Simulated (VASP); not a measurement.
# H8CO6 in VASP: a series of runs

H8CO6 is run at these levels: PBE; tasks: single point.

All numbers are computed with VASP 6.6.1; they aren't measurements. Logs are shortened: lines on timing, memory, paths and dates and some standing lists are left out, and cuts for length are marked.

## (1) The cell of the first run

The cell holds a disordered packing, 15 atoms: a = 5.755 Å, b = 5.566 Å, c = 5.364 Å, α = 90.00°, β = 90.00°, γ = 90.00°.

## (2) Single point, PBE

The input, INCAR:

```
SYSTEM = H8CO6
PREC = Accurate
ENCUT = 1000
EDIFF = 1E-6
ISMEAR = -1
SIGMA = 0.05
LREAL = Auto
LASPH = .TRUE.
NELM = 120
ALGO = Normal
ISIF = 2
LWAVE = .FALSE.
LCHARG = .FALSE.
GGA = PE
NBANDS = 37
GGA_COMPAT = .FALSE.
```

The input, KPOINTS:

```
regular mesh
0
G
  1 1 1
  0 0 0
```

The input, POSCAR:

```
H8CO6
1.0
    5.7545110000      0.0000000000      0.0000000000
    0.0000000000      5.5656040000      0.0000000000
    0.0000000000      0.0000000000      5.3643360000
O H C
6 8 1
Direct
    0.4390816179      0.1369842339      0.1888770577
    0.1263704249      0.9170433254      0.4819795031
    0.7325731066      0.4978974429      0.4314047442
    0.6427479242      0.8422266478      0.8091588595
    0.2562685170      0.5884716196      0.9841851815
   -0.0072117335      0.2700156174      0.9697938384
    0.4926917335      0.0262864552      0.0642950031
    0.3698837312      0.0203751471      0.3098426348
    0.2238939156      0.8959854133      0.6286891798
    0.0725343995      0.7507361285      0.4418813437
    0.6715079700      0.3424246497      0.3737834468
    0.6627322461      0.6069422115      0.3121355560
    0.6734542692      0.6791715688      0.7186909992
    0.7580313948      0.9486301936      0.7312554620
    0.1122597559      0.4340409415      0.9748084385
```

Potentials or basis: VASP PAW PBE potentials, release 64 (O_h, H_h, C_h).

On the command line:

```console
> cat potpaw_PBE.64/O_h/POTCAR potpaw_PBE.64/H_h/POTCAR potpaw_PBE.64/C_h/POTCAR > POTCAR
> mpirun -np 1 vasp_gam > vasp.out
```

OUTCAR:

```text
SYSTEM = H8CO6
   PREC = Accurate
   ENCUT = 1000
   EDIFF = 1E-6
   ISMEAR = -1
   LREAL = Auto
   LASPH = .TRUE.
   NELM = 120
   ISIF = 2
   GGA = PE

 ion  position               nearest neighbor table
   1  0.439  0.137  0.189-   7 0.96   8 1.00
   2  0.126  0.917  0.482-   9 0.97  10 1.00
   3  0.733  0.498  0.431-  12 0.97  11 0.98
   4  0.643  0.842  0.809-  14 0.98  13 1.04
   5  0.256  0.588  0.984-  15 1.19
   6  0.993  0.270  0.970-  15 1.14
   7  0.493  0.026  0.064-   1 0.96
   8  0.370  0.020  0.310-   1 1.00
   9  0.224  0.896  0.629-   2 0.97
  10  0.073  0.751  0.442-   2 1.00
  11  0.672  0.342  0.374-   3 0.98
  12  0.663  0.607  0.312-   3 0.97
  13  0.673  0.679  0.719-   4 1.04
  14  0.758  0.949  0.731-   4 0.98
  15  0.112  0.434  0.975-   6 1.14   5 1.19

  LATTYP: Found a simple orthorhombic cell.
 ALAT       =     5.3643360000
 B/A-ratio  =     1.0375196483
 C/A-ratio  =     1.0727350039

  Lattice vectors:

 A1 = (   0.0000000000,   0.0000000000,  -5.3643360000)
 A2 = (   0.0000000000,   5.5656040000,   0.0000000000)
 A3 = (   5.7545110000,   0.0000000000,   0.0000000000)

Analysis of symmetry for initial positions (statically):
=====================================================================
 Subroutine PRICEL returns:
 Original cell was already a primitive cell.

 Routine SETGRP: Setting up the symmetry group for a
 simple orthorhombic supercell.

 Subroutine GETGRP returns: Found  1 space group operations
 (whereof  1 operations were pure point group operations)
 out of a pool of  8 trial point group operations.

The static configuration has the point symmetry C_1 .

Analysis of symmetry for dynamics (positions and initial velocities):
=====================================================================
 Subroutine PRICEL returns:
 Original cell was already a primitive cell.

 Routine SETGRP: Setting up the symmetry group for a
 simple orthorhombic supercell.

 Subroutine GETGRP returns: Found  1 space group operations
 (whereof  1 operations were pure point group operations)
 out of a pool of  8 trial point group operations.

The dynamic configuration has the point symmetry C_1 .

 Subroutine INISYM returns: Found  1 space group operations
 (whereof  1 operations are pure point group operations),
 and found     1 'primitive' translations

----------------------------------------------------------------------------------------

                                     Primitive cell

  volume of cell :     171.8054

  direct lattice vectors                    reciprocal lattice vectors
     5.754511000  0.000000000  0.000000000     0.173776712  0.000000000  0.000000000
     0.000000000  5.565604000  0.000000000     0.000000000  0.179675018  0.000000000
     0.000000000  0.000000000  5.364336000     0.000000000  0.000000000  0.186416362

  length of vectors
     5.754511000  5.565604000  5.364336000     0.173776712  0.179675018  0.186416362

  position of ions in fractional coordinates (direct lattice)
     0.439081618  0.136984234  0.188877058
     0.126370425  0.917043325  0.481979503
     0.732573107  0.497897443  0.431404744
     0.642747924  0.842226648  0.809158860
     0.256268517  0.588471620  0.984185182
     0.992788266  0.270015617  0.969793838
     0.492691734  0.026286455  0.064295003
     0.369883731  0.020375147  0.309842635
     0.223893916  0.895985413  0.628689180
     0.072534400  0.750736129  0.441881344
     0.671507970  0.342424650  0.373783447
     0.662732246  0.606942211  0.312135556
     0.673454269  0.679171569  0.718690999
     0.758031395  0.948630194  0.731255462
     0.112259756  0.434040942  0.974808438

  ion indices of the primitive-cell ions
   primitive index   ion index
                 1           1
                 2           2
                 3           3
                 4           4
                 5           5
                 6           6
                 7           7
                 8           8
                 9           9
                10          10
                11          11
                12          12
                13          13
                14          14
                15          15

----------------------------------------------------------------------------------------

 KPOINTS: regular mesh

Automatic generation of k-mesh.
 Grid dimensions read from file:
 generate k-points for:    1    1    1

 Generating k-lattice:

  Cartesian coordinates                     Fractional coordinates (reciprocal lattice)
     0.173776712  0.000000000  0.000000000     1.000000000  0.000000000  0.000000000
     0.000000000  0.179675018  0.000000000     0.000000000  1.000000000  0.000000000
     0.000000000  0.000000000  0.186416362     0.000000000  0.000000000  1.000000000

  Length of vectors
     0.173776712  0.179675018  0.186416362

  Shift w.r.t. Gamma in fractional coordinates (k-lattice)
     0.000000000  0.000000000  0.000000000

 Subroutine IBZKPT returns following result:
 ===========================================

 Found      1 irreducible k-points:

 Following reciprocal coordinates:
            Coordinates               Weight
  0.000000  0.000000  0.000000      1.000000
   k-points           NKPTS =      1   k-points in BZ     NKDIM =      1   number of bands    NBANDS=     37
   number of dos      NEDOS =    301   number of ions     NIONS =     15
   total plane-waves  NPLWV = 201600
   dimension x,y,z NGX =    60 NGY =   60 NGZ =   56
   dimension x,y,z NGXF=   120 NGYF=  120 NGZF=  112
   ions per type =               6   8   1
   NGX,Y,Z   is equivalent  to a cutoff of  17.33, 17.92, 17.35 a.u.
   NGXF,Y,Z  is equivalent  to a cutoff of  34.67, 35.84, 34.71 a.u.
 SYSTEM =  H8CO6
   PREC   = accura    normal or accurate (medium, high low for compatibility)
   ISTART =      0    job   : 0-new  1-cont  2-samecut
   ICHARG =      2    charge: 1-file 2-atom 10-const
   ISPIN  =      1    spin polarized calculation?
   LNONCOLLINEAR =      F non collinear calculations
   LSORBIT =      F    spin-orbit coupling
   LASPH  =      T    aspherical Exc in radial PAW
   ENCUT  = 1000.0 eV  73.50 Ry    8.57 a.u.  14.84 14.35 13.83*2*pi/ulx,y,z
   NELM   =    120;   NELMIN=  2; NELMDL= -5     # of ELM steps
   EDIFF  = 0.1E-05   stopping-criterion for ELM
   LREAL  =      T    real-space projection
   EDIFFG = 0.1E-04   stopping-criterion for IOM
   NSW    =      0    number of steps for IOM
   IBRION =     -1    ionic relax: 0-MD 1-quasi-New 2-CG
   NFREE  =      0    steps in history (QN), initial steepest desc. (CG)
   ISIF   =      2    stress and relaxation
   ISYM   =      2    0-nonsym 1-usesym 2-fastsym
   POTIM  = 0.5000    time-step for ionic-motion
   TEBEG  =    0.0;   TEEND  =   0.0 temperature during run
   PSTRESS=    0.0 pullay stress
   NELECT =      48.0000    total number of electrons
   NUPDOWN=      -1.0000    fix difference up-down
   EMIN   =  10.00;   EMAX   =-10.00  energy-range for DOS
   EFERMI =   0.00;   METHOD = LEGACY
   ISMEAR =    -1;   SIGMA  =   0.05  broadening in eV -4-tet -1-fermi 0-gaus
   EFERMI_NEDOS =   21; number of points for ismear=-14 and -15
   IALGO  =     38    algorithm
   IMIX   =      4    mixing-type and parameters
     AMIX     =   0.40;   BMIX     =  1.00
     AMIX_MAG =   1.60;   BMIX_MAG =  1.00
  volume/ion in A,a.u.               =      11.45        77.29
  Fermi-wavevector in a.u.,A,eV,Ry     =   1.070228  2.022438 15.583952  1.145388
  Thomas-Fermi vector in A             =   2.205932
   LORBIT       =      0    0 simple, 1 ext, 2 COOP (PROOUT), +10 PAW based schemes
   GGA     = PE    functional components
   LHFCALC =     F    Hartree Fock is set to
   AEXX    =    0.0000 exact exchange contribution
   IVDW    =     0    specifies the selected vdW correction
   LEPSILON=     F    determine dielectric tensor
   LRPA    =     F    only Hartree local field effects (RPA)
 non-spin polarized calculation
  energy-cutoff  :     1000.00
  volume of cell :      171.81
 maximum number of plane-waves:      6172
 NGX is ok and might be reduce to    60
   NGX = 29   NGY = 29   NGZ = 27

 number of electron      47.9999998 magnetization

 Free energy of the ion-electron system (eV)
  ---------------------------------------------------
  ext. energy  EPLUGINS =         0.00000000
  ---------------------------------------------------
  free energy    TOTEN  =       -81.39948138 eV

  energy without entropy =      -81.39948138  energy(sigma->0) =      -81.39948138

 E-fermi :  -1.8351     XC(G=0):  -6.9637

 val. band max:       -3.0686213905   @ k =   0.0000   0.0000   0.0000
 cond. band min:       1.3850137450   @ k =   0.0000   0.0000   0.0000
 fundamental gap:      4.4536351355
 Fermi energy:        -1.8350587065

 k-point     1 :       0.0000    0.0000    0.0000
  band No.  band energies     occupation
      1     -25.2118      2.00000
      2     -23.8726      2.00000
      3     -21.8565      2.00000
      4     -21.6915      2.00000
      5     -20.9828      2.00000
      6     -20.7889      2.00000
[... 28 lines left out ...]
     35       8.5380      0.00000
     36       8.7492      0.00000
 [bands above 36 left out]

------------------------ aborting loop because EDIFF is reached ----------------------------------------

  FORCE on cell =-STRESS in cart. coord.  units (eV):
  Direction    XX          YY          ZZ          XY          YZ          ZX
  --------------------------------------------------------------------------------------
  -------------------------------------------------------------------------------------
  Total       -0.0167713     -2.0099594      0.9878220      0.0531120     -0.8704789     -0.8428331
  in kB       -0.1564012    -18.7439522      9.2119717      0.4952983     -8.1176834     -7.8598720
  external PRESSURE =      -3.2294606 kB  Pullay stress =       0.0000000 kB

 VOLUME and BASIS-vectors are now :
 -----------------------------------------------------------------------------
  energy-cutoff  :     1000.00
  volume of cell :      171.81
      direct lattice vectors                 reciprocal lattice vectors
     5.754511000  0.000000000  0.000000000     0.173776712  0.000000000  0.000000000
     0.000000000  5.565604000  0.000000000     0.000000000  0.179675018  0.000000000
     0.000000000  0.000000000  5.364336000     0.000000000  0.000000000  0.186416362

 POSITION                                       TOTAL-FORCE (eV/Angst)
 -----------------------------------------------------------------------------------
      2.52670      0.76240      1.01320         0.087821     -0.296309      1.305561
      0.72720      5.10390      2.58550        -0.387404     -1.162907     -0.016946
      4.21560      2.77110      2.31420         0.155106      0.068822      0.095143
      3.69870      4.68750      4.34060         0.735721     -1.451198     -1.193718
      1.47470      3.27520      5.27950        -1.796945     -0.858941     -0.199049
      5.71301      1.50280      5.20230        -1.965594     -1.523574     -0.366799
      2.83520      0.14630      0.34490         0.614108     -0.383502     -0.949174
      2.12850      0.11340      1.66210        -0.320416      0.841649     -0.435393
      1.28840      4.98670      3.37250         0.000103     -0.141001      0.281571
      0.41740      4.17830      2.37040         0.315026      0.995980      0.215474
      3.86420      1.90580      2.00510        -0.124059     -0.137841     -0.072489
      3.81370      3.37800      1.67440        -0.077696      0.177082     -0.154608
      3.87540      3.78000      3.85530        -0.537044      1.826193      0.776297
      4.36210      5.27970      3.92270        -0.173768     -0.300959      0.254951
      0.64600      2.41570      5.22920         3.475040      2.346506      0.459180
 -----------------------------------------------------------------------------------
    total drift:                                0.001760     -0.002168      0.000156

  FREE ENERGIE OF THE ION-ELECTRON SYSTEM (eV)
  ---------------------------------------------------
  free  energy   TOTEN  =       -81.3994813793 eV

  energy  without entropy=      -81.3994813792  energy(sigma->0) =      -81.39948138
```

It took 61 s on 1 thread of Intel Xeon Platinum 8259CL at 2.50GHz (Skylake/Cascade Lake), shared host; peak memory 0.47 GiB.

What came out:

```
Free energy   : -81.3995 eV
Pressure      : -0.3 GPa
Largest force : 4.218 eV/Å
```

Forces on the atoms (eV/Å):
```
O    0.088 -0.296  1.306
O   -0.387 -1.163 -0.017
O    0.155  0.069  0.095
O    0.736 -1.451 -1.194
O   -1.797 -0.859 -0.199
O   -1.966 -1.524 -0.367
H    0.614 -0.384 -0.949
H   -0.320  0.842 -0.435
H    0.000 -0.141  0.282
H    0.315  0.996  0.215
H   -0.124 -0.138 -0.072
H   -0.078  0.177 -0.155
H   -0.537  1.826  0.776
H   -0.174 -0.301  0.255
C    3.475  2.347  0.459
```

Stress tensor (GPa, compression positive):
```
-0.02  0.05 -0.79
 0.05 -1.87 -0.81
-0.79 -0.81  0.92
```

Levels at points of the mesh, in eV from the Fermi level:
```
           k point  band 20  band 21  band 22  band 23  band 24  band 25  band 26  band 27  band 28  band 29
(0.00, 0.00, 0.00)    -2.94    -2.17    -1.91    -1.52    -1.23     3.22     5.34     5.43     6.87     7.73
```

Caveat: the k points lie up to 1.17 Å⁻¹ apart, too coarse for converged energies, forces and pressures; the atoms stand as in a frame of molecular dynamics.

## (3) Single point, PBE

This run uses another cell than the first one, of 12.40 Å³/atom.

The input, INCAR:

```
ALGO = Normal ; EDIFF = 1E-6
ENCUT = 1000 ; GGA = PE
GGA_COMPAT = F ; ISIF = 2
ISMEAR = -1 ; LASPH = T
LCHARG = F ; LREAL = Auto
LWAVE = F ; NBANDS = 37
NELM = 120 ; PREC = Accurate
SIGMA = 0.05
```

The input, KPOINTS:

```
k-points
0
Gamma
  1 1 1
```

The input, POSCAR:

```
H8CO6
1.0
    5.7082670000      0.0000000000      0.0000000000
    0.0000000000      5.7082670000      0.0000000000
    0.0000000000      0.0000000000      5.7082670000
O H C
6 8 1
Direct
    0.4116310607      0.1244510812      0.2409838222
    0.0765381157      0.7983508830      0.4904816120
    0.7121425820      0.5377639133      0.2843069534
    0.6677157883      0.8080736237      0.8330724544
    0.1777071745      0.5630080023      0.9787033438
   -0.0360354552      0.2416495234      0.8631866729
    0.4808464636      0.0235798361      0.1223839039
    0.3097963007      0.0188848910      0.3369674194
    0.1933686704      0.7611416915      0.6141268445
   -0.0363332689      0.6913656982      0.4177450004
    0.6084158292      0.3944980149      0.2764411686
    0.6930825065      0.6123399624      0.1354526689
    0.6865481240      0.7202711436      0.6909452554
    0.7778542945      0.9394094565      0.7994019901
    0.0763103758      0.3950410869      0.9325597419
```

Potentials or basis: VASP PAW PBE potentials, release 64 (O_h, H_h, C_h).

On the command line:

```console
> cat potpaw_PBE.64/O_h/POTCAR potpaw_PBE.64/H_h/POTCAR potpaw_PBE.64/C_h/POTCAR > POTCAR
> mpirun -np 1 vasp_gam > vasp.out
```

Wall time 22 s (1 thread of Intel Xeon 6975P-C (Granite Rapids), shared host); peak memory 0.5 GiB.

The run converged. Its results:

```yaml
Free_energy: -81.4011 eV
Pressure: 0.1 GPa
Largest_force: 2.083 eV/Å
```

Forces in eV/Å, atoms in the order of the input:
```
O   -0.359 -0.288  0.370
O    1.039  1.770  0.357
O   -0.432 -1.307  0.809
O    0.531  1.235  0.304
O    1.325  1.364  0.744
O   -0.775 -1.561 -0.269
H   -0.094 -0.170  0.028
H    0.329  0.400 -0.608
H   -1.397 -0.822 -0.977
H    0.556 -0.901  0.588
H    0.609  0.792  0.236
H   -0.231  0.607 -0.944
H   -0.166 -0.550 -0.626
H   -0.532 -0.697  0.409
C   -0.403  0.127 -0.422
```

Stress tensor (GPa, compression positive):
```
-1.14 -0.13 -0.15
-0.13  1.61  0.93
-0.15  0.93 -0.04
```

Levels at points of the mesh, in eV from the Fermi level:
| k point | band 20 | band 21 | band 22 | band 23 | band 24 | band 25 | band 26 | band 27 | band 28 | band 29 |
| --- | --- | --- | --- | --- | --- | --- | --- | --- | --- | --- |
| (0.00, 0.00, 0.00) | -2.22 | -1.76 | -1.47 | -1.38 | -1.19 | 3.59 | 5.64 | 5.76 | 7.82 | 7.92 |

Caveat: the k points lie up to 1.10 Å⁻¹ apart, too coarse for converged energies, forces and pressures.
